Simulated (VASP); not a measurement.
**CuRu: single point with PBE**

The system is CuRu.

```
CELL_PARAMETERS angstrom
0.00000 2.97529 2.97529
2.97529 0.00000 2.97529
2.97529 2.97529 0.00000
ATOMIC_POSITIONS crystal
Cu 0.00000 0.00000 0.00000
Cu 0.25000 0.25000 0.25000
Ru 0.50000 0.50000 0.50000
Ru 0.75000 0.75000 0.75000
```

| Item | Value |
| --- | --- |
| Program | VASP 6.6.1 |
| Task | single point |
| Functional | PBE |
| Potentials or basis | VASP PAW PBE potentials, release 64 (Cu, Ru_pv) |
| Cutoff | 520 eV |
| k mesh | 14 × 14 × 14 |
| Occupations | gaussian, width 0.1 eV |
| Spin | no spin polarisation |
| Dipole correction | no |
| Further INCAR settings | ALGO = Fast; EDIFF = 1e-06; NBANDS = 33 |

The pressure is -0.1 GPa and the band gap on the k mesh is zero (bands 25 and 26 overlap by 1.17 eV).

Levels at points of the mesh, in eV from the Fermi level:
| k point | band 22 | band 23 | band 24 | band 25 | band 26 | band 27 | band 28 | band 29 |
| --- | --- | --- | --- | --- | --- | --- | --- | --- |
| (0.00, 0.00, 0.00) | -1.00 | -0.13 | -0.13 | -0.13 | 0.69 | 0.69 | 7.15 | 7.15 |
| (0.50, 0.00, 0.00) | -1.50 | -0.96 | -0.14 | -0.14 | 0.44 | 0.44 | 1.13 | 6.34 |
| (0.50, 0.50, 0.00) | -1.09 | -0.73 | -0.73 | 0.48 | 0.48 | 0.93 | 0.93 | 0.98 |

Wall time 120 s on 1 thread of Intel(R) Xeon(R) 6975P-C (Granite Rapids), on a shared host, peak memory 0.28 GiB.
